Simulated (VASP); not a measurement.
# BaTiO3 (Pm-3m) in VASP: single point with r2SCAN

Aim: the single point of BaTiO3 with r2SCAN.

All numbers are computed with VASP 6.6.1; they aren't measurements. Logs are shortened: lines on timing, memory, paths and dates and some standing lists are left out, and cuts for length are marked.

### Step 1. The cell of the first run

Symmetry: Pm-3m, No. 221, cubic system. The conventional cell has a = 4.089 Å, b = 4.089 Å, c = 4.089 Å, α = 90.00°, β = 90.00°, γ = 90.00°. Ba (site symmetry m-3m) has 12 O at 2.89 Å and 8 Ti at 3.54 Å within 3.8 Å. Ti (site symmetry m-3m) has 6 O at 2.04 Å within 2.7 Å. Within 2.7 Å of O (site symmetry 4/mmm) lie 2 Ti at 2.04 Å. O (site symmetry 4/mmm) has 2 Ti at 2.04 Å within 2.7 Å.

### Step 2. Single point, r2SCAN

Contents of POSCAR:

```
BaTiO3
1.0
    4.0891557400      0.0000000000      0.0000000000
    0.0000000000      4.0891557400      0.0000000000
    0.0000000000      0.0000000000      8.1783114900
Ba Ti O
2 2 6
Direct
    0.0000000000      0.0000000000      0.0000000000
    0.0000000000      0.0000000000      0.5000000000
    0.5000000000      0.5000000000      0.2500000000
    0.5000000000      0.5000000000      0.7500000000
    0.5000000000      0.5000000000      0.0000000000
    0.5000000000      0.5000000000      0.5000000000
    0.0000000000      0.5000000000      0.2500000000
    0.0000000000      0.5000000000      0.7500000000
    0.5000000000      0.0000000000      0.2500000000
    0.5000000000      0.0000000000      0.7500000000
```

Contents of INCAR.step1:

```
SYSTEM = BaTiO3
PREC     = Accurate       ! precision mode
ENCUT    = 660            ! plane-wave cutoff, eV
ISMEAR   = -1             ! smearing method
SIGMA    = 0.1            ! smearing width, eV
LREAL    = .FALSE.        ! projectors in reciprocal space
LASPH    = .TRUE.         ! aspherical terms in the spheres
NELM     = 120            ! most SCF steps
NBANDS   = 51             ! bands
GGA      = PE             ! functional
ALGO     = Normal         ! electronic algorithm
EDIFF    = 1E-5           ! SCF threshold, eV
LWAVE    = .TRUE.         ! write WAVECAR
LCHARG   = .FALSE.        ! write CHGCAR
GGA_COMPAT= .FALSE.
```

Contents of INCAR.step2:

```
SYSTEM = BaTiO3
PREC     = Accurate       ! precision mode
ENCUT    = 660            ! plane-wave cutoff, eV
EDIFF    = 1E-6           ! SCF threshold, eV
ISMEAR   = -1             ! smearing method
SIGMA    = 0.1            ! smearing width, eV
LREAL    = .FALSE.        ! projectors in reciprocal space
LASPH    = .TRUE.         ! aspherical terms in the spheres
NELM     = 120            ! most SCF steps
ALGO     = Normal         ! electronic algorithm
ISIF     = 2              ! what is computed and relaxed
LWAVE    = .FALSE.        ! write WAVECAR
LCHARG   = .TRUE.         ! write CHGCAR
METAGGA  = R2SCAN         ! meta-GGA
LMIXTAU  = .TRUE.       
LELF     = .TRUE.         ! ELF
LVHAR    = .TRUE.       
NBANDS   = 51             ! bands
ISTART   = 1            
GGA_COMPAT= .FALSE.
```

Contents of KPOINTS:

```
regular mesh
0
G
  5 5 3
  0 0 0
```

Potentials or basis: VASP PAW PBE potentials, release 64 (Ba_sv, Ti_sv, O).

Launch:

```sh
$ cat potpaw_PBE.64/Ba_sv/POTCAR potpaw_PBE.64/Ti_sv/POTCAR potpaw_PBE.64/O/POTCAR > POTCAR
$ cp INCAR.step1 INCAR
$ mpirun -np 1 vasp_std > vasp.out
$ cp INCAR.step2 INCAR
$ mpirun -np 1 vasp_std > vasp.out
```

OUTCAR:

```text
SYSTEM = BaTiO3
   PREC = Accurate
   ENCUT = 660
   EDIFF = 1E-6
   ISMEAR = -1
   LREAL = .FALSE.
   LASPH = .TRUE.
   NELM = 120
   ISIF = 2
   METAGGA = R2SCAN
   ISTART = 1

 ion  position               nearest neighbor table
   1  0.000  0.000  0.000-   5 2.89   5 2.89   5 2.89   5 2.89  10 2.89   7 2.89   7 2.89   8 2.89
                             8 2.89   9 2.89  10 2.89   9 2.89   3 3.54   4 3.54   4 3.54   4 3.54
   2  0.000  0.000  0.500-   6 2.89   6 2.89   6 2.89   6 2.89  10 2.89   7 2.89   7 2.89   8 2.89
                             8 2.89   9 2.89  10 2.89   9 2.89   3 3.54   4 3.54   4 3.54   4 3.54
   3  0.500  0.500  0.250-   7 2.04   9 2.04   9 2.04   7 2.04   5 2.04   6 2.04   1 3.54   2 3.54
                             1 3.54   1 3.54   2 3.54   2 3.54   1 3.54   2 3.54
   4  0.500  0.500  0.750-   8 2.04  10 2.04  10 2.04   8 2.04   5 2.04   6 2.04   1 3.54   2 3.54
                             1 3.54   1 3.54   2 3.54   2 3.54   1 3.54   2 3.54
   5  0.500  0.500  0.000-   3 2.04   4 2.04   1 2.89   1 2.89   1 2.89   1 2.89
   6  0.500  0.500  0.500-   3 2.04   4 2.04   2 2.89   2 2.89   2 2.89   2 2.89
   7  0.000  0.500  0.250-   3 2.04   3 2.04   1 2.89   1 2.89   2 2.89   2 2.89
   8  0.000  0.500  0.750-   4 2.04   4 2.04   1 2.89   1 2.89   2 2.89   2 2.89
   9  0.500  0.000  0.250-   3 2.04   3 2.04   1 2.89   2 2.89   1 2.89   2 2.89
  10  0.500  0.000  0.750-   4 2.04   4 2.04   1 2.89   2 2.89   1 2.89   2 2.89

  LATTYP: Found a simple tetragonal cell.
 ALAT       =     4.0891557400
 C/A-ratio  =     2.0000000024

  Lattice vectors:

 A1 = (   4.0891557400,   0.0000000000,   0.0000000000)
 A2 = (   0.0000000000,   4.0891557400,   0.0000000000)
 A3 = (   0.0000000000,   0.0000000000,   8.1783114900)

Analysis of symmetry for initial positions (statically):
=====================================================================
 Subroutine PRICEL returns following result:

  LATTYP: Found a simple cubic cell.
 ALAT       =     4.0891557400

  Lattice vectors:

 A1 = (   4.0891557400,   0.0000000000,   0.0000000000)
 A2 = (   0.0000000000,   4.0891557400,   0.0000000000)
 A3 = (   0.0000000000,   0.0000000000,   4.0891557450)

   2 primitive cells build up your supercell.

 Routine SETGRP: Setting up the symmetry group for a
 simple tetragonal supercell.

 Subroutine GETGRP returns: Found 16 space group operations
 (whereof 16 operations were pure point group operations)
 out of a pool of 16 trial point group operations.

The static configuration has the point symmetry D_4h.

Analysis of symmetry for dynamics (positions and initial velocities):
=====================================================================
 Subroutine PRICEL returns following result:

  LATTYP: Found a simple cubic cell.
 ALAT       =     4.0891557400

  Lattice vectors:

 A1 = (   4.0891557400,   0.0000000000,   0.0000000000)
 A2 = (   0.0000000000,   4.0891557400,   0.0000000000)
 A3 = (   0.0000000000,   0.0000000000,   4.0891557450)

   2 primitive cells build up your supercell.

 Routine SETGRP: Setting up the symmetry group for a
 simple tetragonal supercell.

 Subroutine GETGRP returns: Found 16 space group operations
 (whereof 16 operations were pure point group operations)
 out of a pool of 16 trial point group operations.

The dynamic configuration has the point symmetry D_4h.

 Subroutine INISYM returns: Found 16 space group operations
 (whereof 16 operations are pure point group operations),
 and found     2 'primitive' translations

----------------------------------------------------------------------------------------

                                     Primitive cell

  volume of cell :      68.3756

  direct lattice vectors                    reciprocal lattice vectors
     4.089155740  0.000000000  0.000000000     0.244549257  0.000000000  0.000000000
     0.000000000  4.089155740  0.000000000     0.000000000  0.244549257  0.000000000
     0.000000000  0.000000000  4.089155745     0.000000000  0.000000000  0.244549257

  length of vectors
     4.089155740  4.089155740  4.089155745     0.244549257  0.244549257  0.244549257

  position of ions in fractional coordinates (direct lattice)
     0.000000000  0.000000000  0.000000000
     0.500000000  0.500000000  0.500000000
     0.500000000  0.500000000  0.000000000
     0.000000000  0.500000000  0.500000000
     0.500000000  0.000000000  0.500000000

  ion indices of the primitive-cell ions
   primitive index   ion index
                 1           1
                 2           3
                 3           5
                 4           7
                 5           9

----------------------------------------------------------------------------------------

 KPOINTS: regular mesh

Automatic generation of k-mesh.
 Grid dimensions read from file:
 generate k-points for:    5    5    3

 Generating k-lattice:

  Cartesian coordinates                     Fractional coordinates (reciprocal lattice)
     0.048909851  0.000000000  0.000000000     0.200000000  0.000000000  0.000000000
     0.000000000  0.048909851  0.000000000     0.000000000  0.200000000  0.000000000
     0.000000000  0.000000000  0.040758210     0.000000000  0.000000000  0.333333333

  Length of vectors
     0.048909851  0.048909851  0.040758210

  Shift w.r.t. Gamma in fractional coordinates (k-lattice)
     0.000000000  0.000000000  0.000000000

 Subroutine IBZKPT returns following result:
 ===========================================

 Found     12 irreducible k-points:

 Following reciprocal coordinates:
            Coordinates               Weight
  0.000000  0.000000  0.000000      1.000000
  0.200000  0.000000  0.000000      4.000000
  0.400000  0.000000  0.000000      4.000000
  0.200000  0.200000  0.000000      4.000000
  0.400000  0.200000  0.000000      8.000000
  0.400000  0.400000  0.000000      4.000000
  0.000000  0.000000  0.333333      2.000000
  0.200000  0.000000  0.333333      8.000000
  0.400000  0.000000  0.333333      8.000000
  0.200000  0.200000  0.333333      8.000000
  0.400000  0.200000  0.333333     16.000000
  0.400000  0.400000  0.333333      8.000000
   k-points           NKPTS =     12   k-points in BZ     NKDIM =     12   number of bands    NBANDS=     51
   number of dos      NEDOS =    301   number of ions     NIONS =     10
   total plane-waves  NPLWV =  90720
   dimension x,y,z NGX =    36 NGY =   36 NGZ =   70
   dimension x,y,z NGXF=    72 NGYF=   72 NGZF=  140
   ions per type =               2   2   6
   NGX,Y,Z   is equivalent  to a cutoff of  14.64, 14.64, 14.23 a.u.
   NGXF,Y,Z  is equivalent  to a cutoff of  29.27, 29.27, 28.46 a.u.
 SYSTEM =  BaTiO3
   PREC   = accura    normal or accurate (medium, high low for compatibility)
   ISTART =      1    job   : 0-new  1-cont  2-samecut
   ICHARG =      0    charge: 1-file 2-atom 10-const
   ISPIN  =      1    spin polarized calculation?
   LNONCOLLINEAR =      F non collinear calculations
   LSORBIT =      F    spin-orbit coupling
   LASPH  =      T    aspherical Exc in radial PAW
   ENCUT  =  660.0 eV  48.51 Ry    6.96 a.u.   8.57  8.57 17.13*2*pi/ulx,y,z
   NELM   =    120;   NELMIN=  2; NELMDL=  0     # of ELM steps
   EDIFF  = 0.1E-05   stopping-criterion for ELM
   LREAL  =      F    real-space projection
   EDIFFG = 0.1E-04   stopping-criterion for IOM
   NSW    =      0    number of steps for IOM
   IBRION =     -1    ionic relax: 0-MD 1-quasi-New 2-CG
   NFREE  =      0    steps in history (QN), initial steepest desc. (CG)
   ISIF   =      2    stress and relaxation
   ISYM   =      2    0-nonsym 1-usesym 2-fastsym
   POTIM  = 0.5000    time-step for ionic-motion
   TEBEG  =    0.0;   TEEND  =   0.0 temperature during run
   PSTRESS=    0.0 pullay stress
   NELECT =      80.0000    total number of electrons
   NUPDOWN=      -1.0000    fix difference up-down
   EMIN   =  10.00;   EMAX   =-10.00  energy-range for DOS
   EFERMI =   0.00;   METHOD = LEGACY
   ISMEAR =    -1;   SIGMA  =   0.10  broadening in eV -4-tet -1-fermi 0-gaus
   EFERMI_NEDOS =   21; number of points for ismear=-14 and -15
   IALGO  =     38    algorithm
   IMIX   =      4    mixing-type and parameters
     AMIX     =   0.40;   BMIX     =  1.00
     AMIX_MAG =   1.60;   BMIX_MAG =  1.00
  volume/ion in A,a.u.               =      13.68        92.28
  Fermi-wavevector in a.u.,A,eV,Ry     =   1.369182  2.587379 25.506288  1.874659
  Thomas-Fermi vector in A             =   2.495080
   LORBIT       =      0    0 simple, 1 ext, 2 COOP (PROOUT), +10 PAW based schemes
   METAGGA = R2SCAN    functional components
   LHFCALC =     F    Hartree Fock is set to
   AEXX    =    0.0000 exact exchange contribution
   IVDW    =     0    specifies the selected vdW correction
   LEPSILON=     F    determine dielectric tensor
   LRPA    =     F    only Hartree local field effects (RPA)
 non-spin polarized calculation
  energy-cutoff  :      660.00
  volume of cell :      136.75
 maximum number of plane-waves:      5287
 NGX is ok and might be reduce to    36
   NGX = 17   NGY = 17   NGZ = 35

 number of electron      79.9999984 magnetization

 Free energy of the ion-electron system (eV)
  ---------------------------------------------------
  ext. energy  EPLUGINS =         0.00000000
  ---------------------------------------------------
  free energy    TOTEN  =      -148.26240361 eV

  energy without entropy =     -148.26236647  energy(sigma->0) =     -148.26238504

 E-fermi :   4.0530     XC(G=0): -11.5558

 val. band max:        2.9850719196   @ k =   0.4000   0.4000   0.0000
 cond. band min:       5.0258603262   @ k =   0.0000   0.0000   0.0000
 fundamental gap:      2.0407884066
 Fermi energy:         4.0529882711

 k-point     1 :       0.0000    0.0000    0.0000
  band No.  band energies     occupation
      1     -56.1309      2.00000
      2     -56.1302      2.00000
      3     -31.2955      2.00000
      4     -31.2541      2.00000
      5     -31.2539      2.00000
      6     -31.2539      2.00000
[... 43 lines left out ...]
     50       8.5662      0.00000
     51       8.5663      0.00000
[... 592 lines left out ...]
     50      10.0907      0.00000
     51      10.8402      0.00000

------------------------ aborting loop because EDIFF is reached ----------------------------------------

  FORCE on cell =-STRESS in cart. coord.  units (eV):
  Direction    XX          YY          ZZ          XY          YZ          ZX
  --------------------------------------------------------------------------------------
  -------------------------------------------------------------------------------------
  Total       -8.1181983     -8.1181983     -8.1344768      0.0000000      0.0000000      0.0000000
  in kB      -95.1128699    -95.1128699    -95.3035892      0.0000000      0.0000000      0.0000000
  external PRESSURE =     -95.1764430 kB  Pullay stress =       0.0000000 kB

 VOLUME and BASIS-vectors are now :
 -----------------------------------------------------------------------------
  energy-cutoff  :      660.00
  volume of cell :      136.75
      direct lattice vectors                 reciprocal lattice vectors
     4.089155740  0.000000000  0.000000000     0.244549257  0.000000000  0.000000000
     0.000000000  4.089155740  0.000000000     0.000000000  0.244549257  0.000000000
     0.000000000  0.000000000  8.178311490     0.000000000  0.000000000  0.122274629

 POSITION                                       TOTAL-FORCE (eV/Angst)
 -----------------------------------------------------------------------------------
      0.00000      0.00000      0.00000        -0.000000      0.000000     -0.000000
      0.00000      0.00000      4.08916        -0.000000      0.000000     -0.000000
      2.04458      2.04458      2.04458         0.000000     -0.000000      0.000000
      2.04458      2.04458      6.13373         0.000000     -0.000000      0.000000
      2.04458      2.04458      0.00000         0.000000     -0.000000     -0.000000
      2.04458      2.04458      4.08916         0.000000     -0.000000     -0.000000
      0.00000      2.04458      2.04458        -0.000000      0.000000     -0.000000
      0.00000      2.04458      6.13373        -0.000000      0.000000     -0.000000
      2.04458      0.00000      2.04458        -0.000000      0.000000     -0.000000
      2.04458      0.00000      6.13373        -0.000000      0.000000     -0.000000
 -----------------------------------------------------------------------------------
    total drift:                                0.000000      0.000000      0.000000

  FREE ENERGIE OF THE ION-ELECTRON SYSTEM (eV)
  ---------------------------------------------------
  free  energy   TOTEN  =      -148.2624036107 eV

  energy  without entropy=     -148.2623664690  energy(sigma->0) =     -148.26238504
```

Wall time 7 min (1 thread of Intel Xeon Platinum 8259CL at 2.50GHz (Skylake/Cascade Lake), shared host); peak memory 0.38 GiB.

What came out:

- Free energy: -148.2624 eV
- Pressure: -9.5 GPa
- Band gap on the k mesh: 2.04 eV

Caveat: the cell stands under tension; the PAW data sets were made with another functional, which shifts forces and pressure a little; spin-orbit coupling is left out, which moves the levels of the heavy elements; an odd mesh through Γ misses points on the zone boundary, where band edges can lie.
